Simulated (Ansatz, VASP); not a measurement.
Two plane-wave programs on MgO

```
Mg O
1.0
     4.21494    0.00000    0.00000
     0.00000   -4.21494    0.00000
     0.00000    0.00000   -4.21494
Mg O
4 4
Direct
  0.91109 0.08891 0.12574
  0.50000 0.50000 0.00000
  0.50000 0.00000 0.50000
  0.00000 0.50000 0.50000
  0.50000 0.00000 0.00000
  0.00000 0.50000 0.00000
  0.00000 0.00000 0.50000
  0.50000 0.50000 0.50000
```

Alike in both runs: task single point; functional PBEsol; k mesh 6 × 6 × 6; occupations gaussian, width 0.05 eV; no spin polarisation.

```csv
,VASP,Ansatz
version,VASP 6.6.1,Ansatz 0.2.0
potentials or method,"VASP PAW PBE potentials, release 64 (Mg_sv, O), cutoff 840 eV","scalar-relativistic, plane waves, PAW"
valence electrons in the cell,64,64
```

```tsv
	VASP	Ansatz	Ansatz less VASP
gap on the k mesh at the Fermi level (eV)	4.41	4.40	-0.002
least direct gap on the mesh (eV)	4.41	4.40	-0.002
pressure (GPa)	14.8	14.5	-0.27
traceless stress, the component that is largest in VASP (GPa)	8.29	8.14	-0.152
rms of the force components (eV/Å)	2.231	2.199	-0.0319
```

VASP's potentials were made for PBE, not for PBEsol, and Ansatz warns of the same on its side. Atom by atom the forces differ by 0.036 eV/Å (rms over components).
